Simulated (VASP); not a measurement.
# Si16C15 (a cell with a defect) in VASP: single point with r2SCAN

Aim: the single point of Si16C15 (a cell with a defect) with r2SCAN.

All numbers are computed with VASP 6.6.1; they aren't measurements. Logs are shortened: lines on timing, memory, paths and dates and some standing lists are left out, and cuts for length are marked.

## Step 1: The cell of the first run

The cell holds a defect, 31 atoms: a = 6.155 Å, b = 6.155 Å, c = 10.077 Å, α = 90.00°, β = 90.00°, γ = 120.00°.

## Step 2: Single point, r2SCAN, collinear spin (atoms taken out, then relaxed in part)

File POSCAR:

```
Si16C15
1.0
    6.1551186199     -0.0000000058      0.0000000000
   -3.0775593150     -5.3304890853      0.0000000000
    0.0000000000      0.0000000000    -10.0767692094
Si C
16 15
Direct
    0.1668009440      0.3356913227      0.0567064786
    0.6648618715      0.3318017769      0.0617230393
    0.1682770088      0.8355572321      0.0618868172
    0.6652247481      0.8355554885      0.0618900355
    0.8315966722      0.1667243505      0.5627672976
    0.3330885357      0.1667249941      0.5627654923
    0.8323205306      0.6666751735      0.5617998116
    0.3327908840      0.6676279774      0.5625841582
   -0.0067257646     -0.0114393771      0.3141970977
    0.4989339553     -0.0000866625      0.3140224905
   -0.0062502999      0.5031480831      0.3129679098
    0.5074205051      0.5031997997      0.3129885083
    0.0002152546      0.4999972537      0.8113805055
    0.4977219073      0.4999950386      0.8113785690
    0.0003936862      1.0028395695      0.8116074820
    0.4992613713      1.0005675499      0.8116617658
    0.6637993215      0.3296790160      0.2490137386
    0.1684637548      0.8345551159      0.2492934143
    0.6640562169      0.8345648706      0.2492980931
    0.8327011678      0.1674479611      0.7506854728
    0.3326981758      0.1674458592      0.7506848076
    0.8327694090      0.6675943845      0.7521846393
    0.3325696697      0.6671959731      0.7505132477
    0.4990952154      0.0002341065      0.5001055355
    0.0001408783      0.0023227279      0.4997918245
    0.4972913977      0.4992558830      0.4995004606
   -0.0000760605      0.4992484330      0.4994963508
    0.4996074565      0.5011680469      1.0018853578
   -0.0005188564      0.5011726894      1.0018831261
    0.4993487651      1.0007488657      0.9992443713
    0.0000269211      1.0021133865      1.0025523253
```

File INCAR.step1:

```
SYSTEM = Si16C15
PREC     = Accurate       ! precision mode
ENCUT    = 520            ! plane-wave cutoff, eV
ISMEAR   = 0              ! smearing method
SIGMA    = 0.01           ! smearing width, eV
LREAL    = Auto         
LASPH    = .True.         ! aspherical terms in the spheres
NELM     = 150            ! most SCF steps
ISPIN    = 2              ! spin polarisation
MAGMOM   = 0.25 0 0 0 0 0 0 0 0.25 0 0.25 0.25 0 0 0 0 0 0 0 0 0 0 0 0 0 0 0 0 0 0 0 ! initial moments
NBANDS   = 87             ! bands
NELECT   = 123.0        
GGA      = PE             ! functional
ALGO     = Normal         ! electronic algorithm
EDIFF    = 1E-4           ! SCF threshold, eV
LWAVE    = .True.         ! write WAVECAR
LCHARG   = .False.        ! write CHGCAR
KPAR     = 2            
NCORE    = 2
```

File INCAR.step2:

```
SYSTEM = Si16C15
PREC     = Accurate       ! precision mode
ENCUT    = 520            ! plane-wave cutoff, eV
EDIFF    = 1E-6           ! SCF threshold, eV
ISMEAR   = 0              ! smearing method
SIGMA    = 0.01           ! smearing width, eV
LREAL    = Auto         
LASPH    = .True.         ! aspherical terms in the spheres
NELM     = 150            ! most SCF steps
ALGO     = Normal         ! electronic algorithm
ISIF     = 2              ! what is computed and relaxed
LWAVE    = .False.        ! write WAVECAR
LCHARG   = .True.         ! write CHGCAR
ISPIN    = 2              ! spin polarisation
MAGMOM   = 0.25 0 0 0 0 0 0 0 0.25 0 0.25 0.25 0 0 0 0 0 0 0 0 0 0 0 0 0 0 0 0 0 0 0 ! initial moments
LORBIT   = 11             ! projections on sites
METAGGA  = R2SCAN         ! meta-GGA
LMIXTAU  = .True.       
LVHAR    = .True.       
NBANDS   = 87             ! bands
NELECT   = 123.0        
ISTART   = 1            
KPAR     = 2            
NCORE    = 2
```

File KPOINTS:

```
regular mesh
0
Gamma
  2 2 2
  0 0 0
```

Potentials or basis: VASP PAW PBE potentials, release 64 (Si, C).

The run is started by

```sh
$ cat potpaw_PBE.64/Si/POTCAR potpaw_PBE.64/C/POTCAR > POTCAR
$ cp INCAR.step1 INCAR
$ mpirun -np 4 vasp_std > vasp.out
$ cp INCAR.step2 INCAR
$ mpirun -np 4 vasp_std > vasp.out
```

OUTCAR:

```text
SYSTEM = Si16C15
   PREC = Accurate
   ENCUT = 520
   EDIFF = 1E-6
   ISMEAR = 0
   LREAL = Auto
   LASPH = .True.
   NELM = 150
   ISIF = 2
   ISPIN = 2
   LORBIT = 11
   METAGGA = R2SCAN
   NELECT = 123.0
   ISTART = 1

 ion  position               nearest neighbor table
   1  0.167  0.336  0.057-  29 1.86  28 1.86  31 1.86  13 3.04  14 3.04  15 3.04   3 3.07   4 3.07
                             2 3.08   2 3.08   4 3.08   3 3.08
   2  0.665  0.332  0.062-  30 1.87  28 1.88  29 1.88  17 1.89   3 3.06   4 3.06  16 3.08   1 3.08
                             1 3.08  11 3.08  12 3.08  14 3.09  13 3.09  10 3.10   4 3.10   3 3.10
   3  0.168  0.836  0.062-  30 1.87  31 1.88  29 1.88  18 1.89   2 3.06   4 3.06   1 3.07  16 3.08
                             1 3.08   9 3.09  11 3.09  15 3.09  10 3.09  13 3.09   4 3.10   2 3.10
   4  0.665  0.836  0.062-  30 1.87  31 1.88  28 1.88  19 1.89   2 3.06   3 3.06   1 3.07  16 3.08
                             1 3.08   9 3.09  12 3.09  15 3.09  10 3.09  14 3.09   3 3.10   2 3.10
   5  0.832  0.167  0.563-  24 1.88  27 1.88  25 1.88  20 1.89   6 3.07  10 3.07  16 3.07   8 3.07
                            13 3.07  15 3.07   7 3.08   7 3.08   8 3.08   6 3.09  11 3.09   9 3.09
   6  0.333  0.167  0.563-  24 1.88  26 1.88  25 1.88  21 1.89   5 3.07  10 3.07  16 3.07   8 3.07
                            14 3.07  15 3.07   7 3.08   7 3.08   8 3.08   5 3.09  12 3.09   9 3.09
   7  0.832  0.667  0.562-  26 1.89  27 1.89  25 1.90  22 1.92   9 3.03  12 3.05  11 3.05   5 3.08
                             6 3.08   8 3.08   8 3.08   6 3.08   5 3.08  13 3.08  14 3.08  15 3.09
   8  0.333  0.668  0.563-  24 1.88  27 1.88  26 1.88  23 1.89  10 3.07  14 3.07  13 3.07   6 3.07
                             5 3.07  16 3.07   7 3.08   7 3.08   5 3.08   6 3.08  12 3.10  11 3.10
   9  0.993  0.989  0.314-  25 1.87  18 1.87  19 1.87  12 2.99  11 2.99   7 3.03  10 3.08  10 3.08
[... 16 lines left out ...]
  18  0.168  0.835  0.249-   9 1.87  10 1.88  11 1.88   3 1.89
  19  0.664  0.835  0.249-   9 1.87  10 1.88  12 1.88   4 1.89
  20  0.833  0.167  0.751-  15 1.87  13 1.88  16 1.88   5 1.89
  21  0.333  0.167  0.751-  15 1.87  14 1.88  16 1.88   6 1.89
  22  0.833  0.668  0.752-  13 1.88  14 1.88  15 1.88   7 1.92
  23  0.333  0.667  0.751-  14 1.87  13 1.87  16 1.88   8 1.89
  24  0.499  0.000  0.500-  10 1.88   8 1.88   6 1.88   5 1.88
  25  0.000  0.002  0.500-   9 1.87   5 1.88   6 1.88   7 1.90
  26  0.497  0.499  0.500-  12 1.88   6 1.88   8 1.88   7 1.89
  27  1.000  0.499  0.499-  11 1.88   5 1.88   8 1.88   7 1.89
  28  0.500  0.501  0.002-   1 1.86   4 1.88   2 1.88  14 1.92
  29  0.999  0.501  0.002-   1 1.86   3 1.88   2 1.88  13 1.92
  30  0.499  0.001  0.999-   2 1.87   4 1.87   3 1.87  16 1.89
  31  0.000  0.002  0.003-   1 1.86   4 1.88   3 1.88  15 1.92

  LATTYP: Found a hexagonal cell.
 ALAT       =     6.1551186199
 C/A-ratio  =     1.6371364764

  Lattice vectors:

 A1 = (   6.1551186199,  -0.0000000058,   0.0000000000)
 A2 = (  -3.0775593150,  -5.3304890853,   0.0000000000)
 A3 = (   0.0000000000,   0.0000000000, -10.0767692094)

Analysis of symmetry for initial positions (statically):
=====================================================================
 Subroutine PRICEL returns:
 Original cell was already a primitive cell.

 Routine SETGRP: Setting up the symmetry group for a
 hexagonal supercell.

 Subroutine GETGRP returns: Found  1 space group operations
 (whereof  1 operations were pure point group operations)
 out of a pool of 24 trial point group operations.

The static configuration has the point symmetry C_1 .

Analysis of symmetry for dynamics (positions and initial velocities):
=====================================================================
 Subroutine PRICEL returns:
 Original cell was already a primitive cell.

 Routine SETGRP: Setting up the symmetry group for a
 hexagonal supercell.

 Subroutine GETGRP returns: Found  1 space group operations
 (whereof  1 operations were pure point group operations)
 out of a pool of 24 trial point group operations.

The dynamic configuration has the point symmetry C_1 .

Analysis of structural, dynamic, and magnetic symmetry:
=====================================================================
 Subroutine PRICEL returns:
 Original cell was already a primitive cell.

 Routine SETGRP: Setting up the symmetry group for a
 hexagonal supercell.

 Subroutine GETGRP returns: Found  1 space group operations
 (whereof  1 operations were pure point group operations)
 out of a pool of 24 trial point group operations.

The overall configuration has the point symmetry C_1 .
[... 143 lines left out ...]
   NSW    =      0    number of steps for IOM
   IBRION =     -1    ionic relax: 0-MD 1-quasi-New 2-CG
   NFREE  =      0    steps in history (QN), initial steepest desc. (CG)
   ISIF   =      2    stress and relaxation
   ISYM   =      2    0-nonsym 1-usesym 2-fastsym
   POTIM  = 0.5000    time-step for ionic-motion
   TEBEG  =    0.0;   TEEND  =   0.0 temperature during run
   PSTRESS=    0.0 pullay stress
   NELECT =     123.0000    total number of electrons
   NUPDOWN=      -1.0000    fix difference up-down
   EMIN   =  10.00;   EMAX   =-10.00  energy-range for DOS
   EFERMI =   0.00;   METHOD = LEGACY
   ISMEAR =     0;   SIGMA  =   0.01  broadening in eV -4-tet -1-fermi 0-gaus
   EFERMI_NEDOS =   21; number of points for ismear=-14 and -15
   IALGO  =     38    algorithm
   IMIX   =      4    mixing-type and parameters
     AMIX     =   0.40;   BMIX     =  1.00
     AMIX_MAG =   1.60;   BMIX_MAG =  1.00
  volume/ion in A,a.u.               =      10.67        71.97
  Fermi-wavevector in a.u.,A,eV,Ry     =   1.177430  2.225019 18.862306  1.386340
  Thomas-Fermi vector in A             =   2.313776
   LORBIT       =     11    0 simple, 1 ext, 2 COOP (PROOUT), +10 PAW based schemes
   METAGGA = R2SCAN    functional components
   LHFCALC =     F    Hartree Fock is set to
   AEXX    =    0.0000 exact exchange contribution
   IVDW    =     0    specifies the selected vdW correction
   LEPSILON=     F    determine dielectric tensor
   LRPA    =     F    only Hartree local field effects (RPA)
 spin polarized calculation
 Gauss-broadening in eV      SIGMA  =   0.01
  energy-cutoff  :      520.00
  volume of cell :      330.62
 maximum number of plane-waves:      8977
 NGX is ok and might be reduce to    48
   NGX = 23   NGY = 23   NGZ = 37

 number of electron     123.0000001 magnetization       0.5000000

 Free energy of the ion-electron system (eV)
  ---------------------------------------------------
  ext. energy  EPLUGINS =         0.00000000
  ---------------------------------------------------
  free energy    TOTEN  =      -303.52668299 eV

  energy without entropy =     -303.52668299  energy(sigma->0) =     -303.52668299

 E-fermi :   8.9799     XC(G=0): -11.7872

 val. band max:        8.9137172675   @ k =   0.5000   0.0000   0.0000
 cond. band min:       9.0636097388   @ k =   0.0000   0.5000   0.0000
 fundamental gap:      0.1498924713
 Fermi energy:         8.9799168903

 spin component 1

 k-point     1 :       0.0000    0.0000    0.0000
  band No.  band energies     occupation
      1      -8.2715      1.00000
      2      -7.1630      1.00000
      3      -6.9384      1.00000
      4      -4.9378      1.00000
      5      -4.9279      1.00000
      6      -4.8393      1.00000
[... 597 lines left out ...]
     72      12.6815      0.00000
     73      13.9393      0.00000
 Fermi energy:         8.9799168903

 spin component 2

 k-point     1 :       0.0000    0.0000    0.0000
  band No.  band energies     occupation
      1      -8.2570      1.00000
      2      -7.1558      1.00000
      3      -6.9148      1.00000
      4      -4.9200      1.00000
      5      -4.9161      1.00000
      6      -4.8345      1.00000
[... 597 lines left out ...]
     72      12.7045      0.00000
     73      13.9593      0.00000
 [bands above 73 left out]

------------------------ aborting loop because EDIFF is reached ----------------------------------------

  FORCE on cell =-STRESS in cart. coord.  units (eV):
  Direction    XX          YY          ZZ          XY          YZ          ZX
  --------------------------------------------------------------------------------------
  -------------------------------------------------------------------------------------
  Total       -9.5252375    -10.2538369    -16.2676455     -0.0024367     -0.3879123     -0.0160696
  in kB      -46.1595531    -49.6903652    -78.8334411     -0.0118084     -1.8798335     -0.0778739
  external PRESSURE =     -58.2277865 kB  Pullay stress =       0.0000000 kB

 VOLUME and BASIS-vectors are now :
 -----------------------------------------------------------------------------
  energy-cutoff  :      520.00
  volume of cell :      330.62
      direct lattice vectors                 reciprocal lattice vectors
     6.155118620 -0.000000006  0.000000000     0.162466406 -0.093800023  0.000000000
    -3.077559315 -5.330489085  0.000000000    -0.000000000 -0.187600046  0.000000000
     0.000000000  0.000000000-10.076769209     0.000000000  0.000000000 -0.099238157

 POSITION                                       TOTAL-FORCE (eV/Angst)
 -----------------------------------------------------------------------------------
     -0.00643     -1.78940     -0.57142         0.001191      0.002026      0.022984
      3.07116     -1.76867     -0.62197        -0.000917     -0.001153     -0.000657
     -1.53571     -4.45393     -0.62362        -0.001605      0.000020     -0.000819
      1.52307     -4.45392     -0.62365         0.001384      0.001138     -0.002223
      4.60547     -0.88872     -5.67088         0.000415     -0.001140      0.000210
      1.53709     -0.88873     -5.67086        -0.002834     -0.001801      0.000190
[... 23 lines left out ...]
      3.07125     -0.00399    -10.06915         0.001727      0.000970     -0.000793
     -0.00634     -0.01127     -0.02572         0.003740      0.015044      0.001071
 -----------------------------------------------------------------------------------
    total drift:                                0.042943      0.028748      0.009624

  FREE ENERGIE OF THE ION-ELECTRON SYSTEM (eV)
  ---------------------------------------------------
  free  energy   TOTEN  =      -303.5266829907 eV

  energy  without entropy=     -303.5266829907  energy(sigma->0) =     -303.52668299

 total charge

# of ion       s       p       d       tot
------------------------------------------
    1        0.719   0.904   0.000   1.623
    2        0.697   0.979   0.000   1.675
    3        0.696   0.979   0.000   1.675
    4        0.696   0.979   0.000   1.675
    5        0.695   0.974   0.000   1.669
    6        0.695   0.974   0.000   1.669
[... 23 lines left out ...]
   30        0.847   1.726   0.000   2.572
   31        0.849   1.703   0.000   2.552
--------------------------------------------------
tot         24.017  40.897   0.000  64.914

 magnetization (x)

# of ion       s       p       d       tot
------------------------------------------
    1       -0.002  -0.008   0.000  -0.009
    2        0.000   0.001   0.000   0.002
    3        0.001   0.001   0.000   0.002
    4        0.001   0.001   0.000   0.002
    5        0.000  -0.000   0.000   0.000
    6        0.000  -0.000   0.000   0.000
[... 23 lines left out ...]
   30       -0.000  -0.000   0.000  -0.000
   31        0.001   0.003   0.000   0.004
--------------------------------------------------
tot          0.087   0.140   0.000   0.228
```

Wall time 11 min (4 MPI ranks of Intel Xeon Platinum 8488C (Sapphire Rapids), shared host); peak memory 0.47 GiB.

What came out:

| Quantity | Value |
| --- | --- |
| Free energy | -303.5267 eV |
| Largest force | 0.025 eV/Å |
| Net moment | 0.50 μB per cell |
| Site moments | Si -0.01, +0.00, +0.01, +0.09, +0.05, -0.00 (each value once); C -0.00, -0.01, +0.02, +0.01, +0.00 (each value once) μB |
| Valence electrons inside the program's atomic spheres | Si 1.62, 1.68, 1.67, 1.65, 1.64, 1.66 (each value once); C 2.55, 2.57, 2.56 (each value once) |

Forces on the atoms (eV/Å):
```
Si   0.001  0.002  0.023
Si  -0.001 -0.001 -0.001
Si  -0.002  0.000 -0.001
Si   0.001  0.001 -0.002
Si   0.000 -0.001  0.000
Si  -0.003 -0.002  0.000
Si  -0.003 -0.001  0.007
Si  -0.001  0.000  0.001
Si  -0.004  0.019 -0.007
Si   0.001 -0.001  0.003
Si  -0.020 -0.012 -0.008
Si   0.014 -0.010 -0.008
Si   0.002  0.001  0.001
Si  -0.002  0.001 -0.002
Si  -0.001 -0.001 -0.001
Si  -0.003 -0.001 -0.003
C    0.003  0.000  0.002
C    0.006 -0.001  0.005
C   -0.002 -0.004  0.002
C   -0.001  0.002  0.000
C    0.001  0.002 -0.001
C    0.003  0.003  0.003
C    0.002 -0.001  0.001
C    0.002 -0.001 -0.001
C   -0.001 -0.006 -0.005
C   -0.005  0.001 -0.007
C    0.004 -0.004 -0.004
C    0.009  0.000  0.000
C   -0.005  0.000  0.001
C    0.002  0.001 -0.001
C    0.004  0.015  0.001
```

Levels at points of the mesh, in eV from the Fermi level:
Spin up:
| k point | band 59 | band 60 | band 61 | band 62 | band 63 | band 64 | band 65 | band 66 |
| --- | --- | --- | --- | --- | --- | --- | --- | --- |
| (0.00, 0.00, 0.00) | -1.60 | -1.26 | -1.25 | 0.78 | 1.62 | 1.62 | 1.77 | 1.78 |
| (0.50, 0.00, 0.00) | -2.08 | -1.92 | -1.70 | -0.48 | 1.04 | 1.98 | 3.07 | 3.23 |
| (0.00, 0.50, 0.00) | -2.07 | -1.92 | -1.71 | -0.58 | 1.04 | 2.04 | 3.05 | 3.22 |
| (0.50, 0.50, 0.00) | -2.08 | -1.92 | -1.70 | -0.48 | 1.04 | 1.98 | 3.07 | 3.23 |
| (0.00, 0.00, 0.50) | -1.76 | -1.29 | -1.29 | 0.29 | 1.94 | 1.95 | 2.05 | 2.06 |
| (0.50, 0.00, 0.50) | -2.07 | -2.00 | -1.92 | -0.27 | 1.34 | 1.84 | 3.34 | 3.35 |
| (0.00, 0.50, 0.50) | -2.07 | -2.01 | -1.92 | -0.35 | 1.34 | 1.89 | 3.34 | 3.34 |
| (0.50, 0.50, 0.50) | -2.07 | -2.00 | -1.92 | -0.28 | 1.34 | 1.84 | 3.34 | 3.35 |
Spin down:
| k point | band 58 | band 59 | band 60 | band 61 | band 62 | band 63 | band 64 | band 65 |
| --- | --- | --- | --- | --- | --- | --- | --- | --- |
| (0.00, 0.00, 0.00) | -1.84 | -1.59 | -1.25 | -1.24 | 0.82 | 1.65 | 1.66 | 1.82 |
| (0.50, 0.00, 0.00) | -2.09 | -2.05 | -1.89 | -1.69 | -0.07 | 1.09 | 2.46 | 3.09 |
| (0.00, 0.50, 0.00) | -2.14 | -2.06 | -1.90 | -1.70 | 0.08 | 1.09 | 2.37 | 3.08 |
| (0.50, 0.50, 0.00) | -2.09 | -2.05 | -1.89 | -1.69 | -0.07 | 1.09 | 2.46 | 3.09 |
| (0.00, 0.00, 0.50) | -1.75 | -1.74 | -1.28 | -1.28 | 0.31 | 1.98 | 1.98 | 2.09 |
| (0.50, 0.00, 0.50) | -2.15 | -2.06 | -2.00 | -1.84 | 0.15 | 1.41 | 2.28 | 3.35 |
| (0.00, 0.50, 0.50) | -2.16 | -2.06 | -2.01 | -1.84 | 0.28 | 1.40 | 2.20 | 3.35 |
| (0.50, 0.50, 0.50) | -2.15 | -2.06 | -2.00 | -1.84 | 0.15 | 1.41 | 2.28 | 3.35 |

Caveat: the k points lie up to 0.59 Å⁻¹ apart; the cell carries a net charge on a neutralising background, which shifts energy and pressure; the cell differs from its parent crystal (atoms taken out, then relaxed in part); the cell is charged against a uniform background, so pressure and absolute levels hang on convention; the PAW data sets were made with another functional, which shifts forces and pressure a little.
